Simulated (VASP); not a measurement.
Write the native input for VASP 6.6.1 that does the following.

```
Task                   : single point
Functional             : BLYP
Potentials or basis    : VASP PAW PBE potentials, release 64 (Tl_d)
Cutoff                 : 520 eV
k mesh                 : 11 × 11 × 3
Occupations            : fermi-dirac, width 0.1 eV
Spin                   : no spin polarisation
Dipole correction      : no
Further INCAR settings : ALGO = Normal; EDIFF = 1e-06; NBANDS = 34
```

The structure of Tl lies in POSCAR:

```
Tl
1.0
    3.8202726112      0.0000000000      0.0000000000
   -1.9101363056      3.3084531306      0.0000000000
    0.0000000000      0.0000000000     12.0886574372
Tl
4
Direct
    0.0000000000      0.0000000000      0.0000000000
    0.0000000000      0.0000000000      0.5000000000
    0.3333333333      0.6666666667      0.2500000000
    0.6666666667      0.3333333333      0.7500000000
```

This cell differs from its parent crystal: volume scaled by 1.08.

These files were run (other wordings do the same):

INCAR

```
AGGAC = 1.0 ; AGGAX = 1.0
ALDAC = 0.0 ; ALDAX = 1.0
ALGO = Normal ; EDIFF = 1E-6
ENCUT = 520 ; GGA = B5
ISIF = 2 ; ISMEAR = -1
LASPH = True ; LCHARG = False
LREAL = False ; LWAVE = False
NBANDS = 34 ; NELM = 80
PREC = Accurate ; SIGMA = 0.1
```

KPOINTS

```
k-points
0
Gamma
  11 11 3
```

Potentials or basis: VASP PAW PBE potentials, release 64 (Tl_d).

Launch:

```console
$ cat potpaw_PBE.64/Tl_d/POTCAR > POTCAR
$ mpirun -np 1 vasp_std > vasp.out
```

It gave:

```json
{
  "Pressure": "-1.1 GPa",
  "Band gap on the k mesh": "zero (band 26 reaches 6.97 eV, above the bottom of band 27 at 3.84 eV)"
}
```

Caveat: the PAW data sets were made with another functional, which shifts forces and pressure a little; spin-orbit coupling is left out, which moves the levels of the heavy elements.

Run time: 3.6 min on 1 thread of Oxide Virtual Turin-like Processor (shared host), peak memory 0.28 GiB.
